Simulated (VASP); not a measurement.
# WC in VASP: further runs, part 2 of 2

VASP 6.6.1.

## Step 3: Relaxation of cell and atoms, PBE+U

Input file INCAR:

```
SYSTEM = WC
PREC     = Accurate       ! precision mode
ENCUT    = 600            ! plane-wave cutoff, eV
EDIFF    = 1E-7           ! SCF threshold, eV
ISMEAR   = 1              ! smearing method
SIGMA    = 0.1057         ! smearing width, eV
LREAL    = .FALSE.        ! projectors in reciprocal space
LASPH    = .TRUE.         ! aspherical terms in the spheres
NELM     = 150            ! most SCF steps
ALGO     = Normal         ! electronic algorithm
ISIF     = 3              ! what is computed and relaxed
LWAVE    = .FALSE.        ! write WAVECAR
LCHARG   = .FALSE.        ! write CHGCAR
LMAXMIX  = 4              ! l up to which the mixer works
LDAU     = .TRUE.         ! DFT+U
LDAUTYPE = 1            
LDAUL    = 2 -1           ! shell
LDAUU    = 4.66 0         ! U, eV
LDAUJ    = 0.92 0       
LDAUPRINT= 1            
GGA      = PE             ! functional
IBRION   = 2              ! ionic algorithm
NSW      = 60             ! ionic steps
EDIFFG   = -0.01          ! ionic threshold
```

Input file KPOINTS:

```
Automatic mesh
0
G
  7 7 7
  0 0 0
```

Input file POSCAR:

```
WC
1.0
   -2.9209057000      0.0000000000     -2.8535823600
    1.4604528500     -2.5295736700      0.0000000000
   -2.9209057000      0.0000000000      2.8535823600
W C
2 2
Direct
    0.0000000000      0.0000000000      0.0000000000
    0.5000000000      0.0000000000      0.5000000000
    0.9166650000      0.6666700000      0.4166650000
    0.4166650000      0.6666700000      0.9166650000
```

Potentials or basis: VASP PAW PBE potentials, release 64 (W_sv, C).

The run is started by

```sh
$ cat potpaw_PBE.64/W_sv/POTCAR potpaw_PBE.64/C/POTCAR > POTCAR
$ mpirun -np 1 vasp_std > vasp.out
```

OUTCAR:

```text
SYSTEM = WC
   PREC = Accurate
   ENCUT = 600
   EDIFF = 1E-7
   ISMEAR = 1
   LREAL = .FALSE.
   LASPH = .TRUE.
   NELM = 150
   ISIF = 3
   GGA = PE
   IBRION = 2
   NSW = 60
   EDIFFG = -0.01

 ion  position               nearest neighbor table
   1  0.000  0.000  0.000-   4 2.21   3 2.21   3 2.21   4 2.21   3 2.21   4 2.21   2 2.85   2 2.85
                             2 2.92   2 2.92   2 2.92   2 2.92
   2  0.500  0.000  0.500-   3 2.21   4 2.21   3 2.21   4 2.21   4 2.21   3 2.21   1 2.85   1 2.85
                             1 2.92   1 2.92   1 2.92   1 2.92
   3  0.917  0.667  0.417-   2 2.21   1 2.21   1 2.21   2 2.21   2 2.21   1 2.21
   4  0.417  0.667  0.917-   1 2.21   2 2.21   1 2.21   2 2.21   1 2.21   2 2.21

  LATTYP: Found a body centered orthorhombic cell.
 ALAT       =     2.9209014840
 B/A-ratio  =     1.7320524743
 C/A-ratio  =     1.9539052417

  Lattice vectors:

 A1 = (  -2.9209057000,   0.0000000000,  -2.8535823600)
 A2 = (   2.9209057000,   0.0000000000,  -2.8535823600)
 A3 = (  -1.4604528500,  -2.5295736700,   2.8535823600)

Analysis of symmetry for initial positions (statically):
=====================================================================
 Subroutine PRICEL returns following result:

  LATTYP: Found a hexagonal cell.
 ALAT       =     2.9209057000
 C/A-ratio  =     0.9769512107

  Lattice vectors:

 A1 = (   2.9209057000,   0.0000000000,   0.0000000000)
 A2 = (  -1.4604528500,   2.5295736700,   0.0000000000)
 A3 = (   0.0000000000,   0.0000000000,   2.8535823600)

   2 primitive cells build up your supercell.

 Routine SETGRP: Setting up the symmetry group for a
 body centered orthorhombic supercell.

 Subroutine GETGRP returns: Found  2 space group operations
 (whereof  2 operations were pure point group operations)
 out of a pool of  8 trial point group operations.

The static configuration has the point symmetry C_1h.

Analysis of symmetry for dynamics (positions and initial velocities):
=====================================================================
 Subroutine PRICEL returns following result:

  LATTYP: Found a hexagonal cell.
 ALAT       =     2.9209057000
 C/A-ratio  =     0.9769512107

  Lattice vectors:

 A1 = (   2.9209057000,   0.0000000000,   0.0000000000)
 A2 = (  -1.4604528500,   2.5295736700,   0.0000000000)
 A3 = (   0.0000000000,   0.0000000000,   2.8535823600)

   2 primitive cells build up your supercell.

 Routine SETGRP: Setting up the symmetry group for a
 body centered orthorhombic supercell.

[... 168 lines left out ...]
  external PRESSURE =      83.6479634 kB  Pullay stress =       0.0000000 kB
[... 171 lines left out ...]
  FREE ENERGIE OF THE ION-ELECTRON SYSTEM (eV)
  ---------------------------------------------------
  free  energy   TOTEN  =       -36.5610434839 eV

  energy  without entropy=      -36.5613306623  energy(sigma->0) =      -36.56113921

atom =   1  type =  1  l = 2

 onsite density matrix

spin component  1

  0.3325  0.0000 -0.0001 -0.0000 -0.0013
  0.0000  0.3117 -0.0000 -0.0001  0.0000
 -0.0001 -0.0000  0.3560 -0.0000 -0.0000
 -0.0000 -0.0001 -0.0000  0.3116 -0.0000
 -0.0013  0.0000 -0.0000 -0.0000  0.3340

spin component  2

  0.3325  0.0000 -0.0001 -0.0000 -0.0013
  0.0000  0.3117 -0.0000 -0.0001  0.0000
 -0.0001 -0.0000  0.3560 -0.0000 -0.0000
 -0.0000 -0.0001 -0.0000  0.3116 -0.0000
 -0.0013  0.0000 -0.0000 -0.0000  0.3340

 occupancies and eigenvectors

  o =  0.3116  v = -0.0000  0.5027  0.0000  0.8645 -0.0000  0.0000  0.0000  0.0000  0.0000  0.0000      0.0000  0.0000  0.0000  0.0000  0.0000  0.0000  0.0000  0.0000  0.0000  0.0000
  o =  0.3116  v =  0.0000  0.0000  0.0000  0.0000  0.0000 -0.0000  0.5027  0.0000  0.8645 -0.0000      0.0000  0.0000  0.0000  0.0000  0.0000  0.0000  0.0000  0.0000  0.0000  0.0000
  o =  0.3117  v = -0.0000  0.8645 -0.0000 -0.5027 -0.0000  0.0000  0.0000  0.0000  0.0000  0.0000      0.0000  0.0000  0.0000  0.0000  0.0000  0.0000  0.0000  0.0000  0.0000  0.0000
  o =  0.3117  v =  0.0000  0.0000  0.0000  0.0000  0.0000 -0.0000  0.8645 -0.0000 -0.5027 -0.0000      0.0000  0.0000  0.0000  0.0000  0.0000  0.0000  0.0000  0.0000  0.0000  0.0000
  o =  0.3318  v =  0.0000  0.0000  0.0000  0.0000  0.0000 -0.8660 -0.0000 -0.0040  0.0000 -0.5001      0.0000  0.0000  0.0000  0.0000  0.0000  0.0000  0.0000  0.0000  0.0000  0.0000
  o =  0.3318  v = -0.8660 -0.0000 -0.0040  0.0000 -0.5001  0.0000  0.0000  0.0000  0.0000  0.0000      0.0000  0.0000  0.0000  0.0000  0.0000  0.0000  0.0000  0.0000  0.0000  0.0000
  o =  0.3348  v = -0.5001  0.0000 -0.0000  0.0000  0.8660  0.0000  0.0000  0.0000  0.0000  0.0000      0.0000  0.0000  0.0000  0.0000  0.0000  0.0000  0.0000  0.0000  0.0000  0.0000
  o =  0.3348  v =  0.0000  0.0000  0.0000  0.0000  0.0000 -0.5001  0.0000 -0.0000  0.0000  0.8660      0.0000  0.0000  0.0000  0.0000  0.0000  0.0000  0.0000  0.0000  0.0000  0.0000
  o =  0.3560  v =  0.0035 -0.0000 -1.0000  0.0000  0.0020  0.0000  0.0000  0.0000  0.0000  0.0000      0.0000  0.0000  0.0000  0.0000  0.0000  0.0000  0.0000  0.0000  0.0000  0.0000
  o =  0.3560  v =  0.0000  0.0000  0.0000  0.0000  0.0000  0.0035 -0.0000 -1.0000  0.0000  0.0020      0.0000  0.0000  0.0000  0.0000  0.0000  0.0000  0.0000  0.0000  0.0000  0.0000

atom =   2  type =  1  l = 2

 onsite density matrix

spin component  1

  0.3325  0.0000 -0.0001 -0.0000 -0.0013
  0.0000  0.3117 -0.0000 -0.0001  0.0000
 -0.0001 -0.0000  0.3560 -0.0000 -0.0000
 -0.0000 -0.0001 -0.0000  0.3116 -0.0000
 -0.0013  0.0000 -0.0000 -0.0000  0.3340

spin component  2

  0.3325  0.0000 -0.0001 -0.0000 -0.0013
  0.0000  0.3117 -0.0000 -0.0001  0.0000
 -0.0001 -0.0000  0.3560 -0.0000 -0.0000
 -0.0000 -0.0001 -0.0000  0.3116 -0.0000
 -0.0013  0.0000 -0.0000 -0.0000  0.3340

 occupancies and eigenvectors

  o =  0.3116  v = -0.0000  0.5027  0.0000  0.8645 -0.0000  0.0000  0.0000  0.0000  0.0000  0.0000      0.0000  0.0000  0.0000  0.0000  0.0000  0.0000  0.0000  0.0000  0.0000  0.0000
  o =  0.3116  v =  0.0000  0.0000  0.0000  0.0000  0.0000 -0.0000  0.5027  0.0000  0.8645 -0.0000      0.0000  0.0000  0.0000  0.0000  0.0000  0.0000  0.0000  0.0000  0.0000  0.0000
  o =  0.3117  v = -0.0000  0.8645 -0.0000 -0.5027 -0.0000  0.0000  0.0000  0.0000  0.0000  0.0000      0.0000  0.0000  0.0000  0.0000  0.0000  0.0000  0.0000  0.0000  0.0000  0.0000
  o =  0.3117  v =  0.0000  0.0000  0.0000  0.0000  0.0000 -0.0000  0.8645 -0.0000 -0.5027 -0.0000      0.0000  0.0000  0.0000  0.0000  0.0000  0.0000  0.0000  0.0000  0.0000  0.0000
  o =  0.3318  v =  0.0000  0.0000  0.0000  0.0000  0.0000 -0.8660 -0.0000 -0.0040  0.0000 -0.5001      0.0000  0.0000  0.0000  0.0000  0.0000  0.0000  0.0000  0.0000  0.0000  0.0000
  o =  0.3318  v = -0.8660 -0.0000 -0.0040  0.0000 -0.5001  0.0000  0.0000  0.0000  0.0000  0.0000      0.0000  0.0000  0.0000  0.0000  0.0000  0.0000  0.0000  0.0000  0.0000  0.0000
  o =  0.3348  v = -0.5001  0.0000 -0.0000  0.0000  0.8660  0.0000  0.0000  0.0000  0.0000  0.0000      0.0000  0.0000  0.0000  0.0000  0.0000  0.0000  0.0000  0.0000  0.0000  0.0000
  o =  0.3348  v =  0.0000  0.0000  0.0000  0.0000  0.0000 -0.5001  0.0000 -0.0000  0.0000  0.8660      0.0000  0.0000  0.0000  0.0000  0.0000  0.0000  0.0000  0.0000  0.0000  0.0000
  o =  0.3560  v =  0.0035 -0.0000 -1.0000  0.0000  0.0020  0.0000  0.0000  0.0000  0.0000  0.0000      0.0000  0.0000  0.0000  0.0000  0.0000  0.0000  0.0000  0.0000  0.0000  0.0000
  o =  0.3560  v =  0.0000  0.0000  0.0000  0.0000  0.0000  0.0035 -0.0000 -1.0000  0.0000  0.0020      0.0000  0.0000  0.0000  0.0000  0.0000  0.0000  0.0000  0.0000  0.0000  0.0000

--------------------------------------- Ionic step        6  -------------------------------------------

 number of electron      36.0000003 magnetization

 Free energy of the ion-electron system (eV)
  ---------------------------------------------------
  ext. energy  EPLUGINS =         0.00000000
  ---------------------------------------------------
  free energy    TOTEN  =       -36.56126195 eV

  energy without entropy =      -36.56159447  energy(sigma->0) =      -36.56137279

 E-fermi :  10.9007     XC(G=0): -13.6026

 val. band max:       10.8879889427   @ k =   0.4286   0.1429   0.4286
 cond. band min:      10.9789251735   @ k =  -0.4286   0.1429   0.2857
 fundamental gap:      0.0909362308
 Fermi energy:        10.9006959182

 k-point     1 :       0.0000    0.0000    0.0000
  band No.  band energies     occupation
      1     -63.8210      2.00000
      2     -63.7399      2.00000
      3     -28.2874      2.00000
      4     -28.2675      2.00000
      5     -27.7850      2.00000
      6     -27.7689      2.00000
[... 589 lines left out ...]
     21      14.0892      0.00000
     22      15.1104      0.00000

 [... further k-points ...]
[... 5 lines left out ...]
  --------------------------------------------------------------------------------------
  -------------------------------------------------------------------------------------
  Total       -0.0084177      0.0048900      0.0031504     -0.0114467      0.0000000      0.0000000
  in kB       -0.3129612      0.1818039      0.1171275     -0.4255773      0.0000000      0.0000000
  external PRESSURE =      -0.0046766 kB  Pullay stress =       0.0000000 kB
[... 19 lines left out ...]
  FREE ENERGIE OF THE ION-ELECTRON SYSTEM (eV)
  ---------------------------------------------------
  free  energy   TOTEN  =       -36.5612619504 eV

  energy  without entropy=      -36.5615944657  energy(sigma->0) =      -36.56137279

 reached required accuracy - stopping structural energy minimisation
```

It took 3.4 min on 1 thread of Intel Xeon Platinum 8488C (Sapphire Rapids), shared host; peak memory 0.27 GiB.

Results:

```yaml
Free_energy: -36.5613 eV
Relaxed_volume: 10.77 Å³/atom
Relaxed_cell: a = 4.111 Å, b = 2.946 Å, c = 4.111 Å, α = 111.00°, β = 88.56°, γ = 111.00°
Space_group_after_relaxing_to_0.05_Å: P-6m2 (No. 187)
Energy_gained_by_relaxing: 5.9 meV/atom
Ionic_steps: 6
Pressure_after_relaxing: 0.0 GPa
Largest_force_after_relaxing: 0.004 eV/Å
Band_gap_on_the_k_mesh: zero (band 18 reaches 11.24 eV, above the bottom of band 19 at 10.48 eV)
```

Forces in eV/Å, atoms in the order of the input:
```
W   -0.003 -0.002  0.000
W   -0.003 -0.002  0.000
C    0.003  0.002  0.000
C    0.003  0.002  0.000
```

The path:
```
step  energy change (eV)  largest force (eV/Å)  pressure (GPa)  volume (Å³)
   1              0.0000                0.0094            8.36        42.17
   2              0.1328                0.0061          -18.82        45.62
   3             -0.0235                0.0042           -0.19        43.11
   4             -0.0235                0.0043           -0.02        43.09
   5             -0.0235                0.0029            0.02        43.10
   6             -0.0238                0.0037            0.00        43.09
```

Final structure:
```
CELL_PARAMETERS angstrom
-2.94326 0.00159 -2.87029
1.47300 -2.55131 0.00000
-2.94326 0.00159 2.87029
ATOMIC_POSITIONS crystal
W 0.00004 0.00005 0.00004
W 0.50004 0.00005 0.50004
C 0.91662 0.66662 0.41662
C 0.41662 0.66662 0.91662
```

Eigenvalues of the final occupation matrices:
```csv
site,spin,trace,eigenvalues
site 1 d,1,1.65,0.31 0.31 0.33 0.33 0.36
site 1 d,2,1.65,0.31 0.31 0.33 0.33 0.36
site 2 d,1,1.65,0.31 0.31 0.33 0.33 0.36
site 2 d,2,1.65,0.31 0.31 0.33 0.33 0.36
```

Caveat: spin-orbit coupling is left out, which moves the levels of the heavy elements; U without spin polarisation on a metal has little footing; the U is typed as a test and isn't derived for this compound. Zero-point motion and thermal expansion aren't in these numbers.
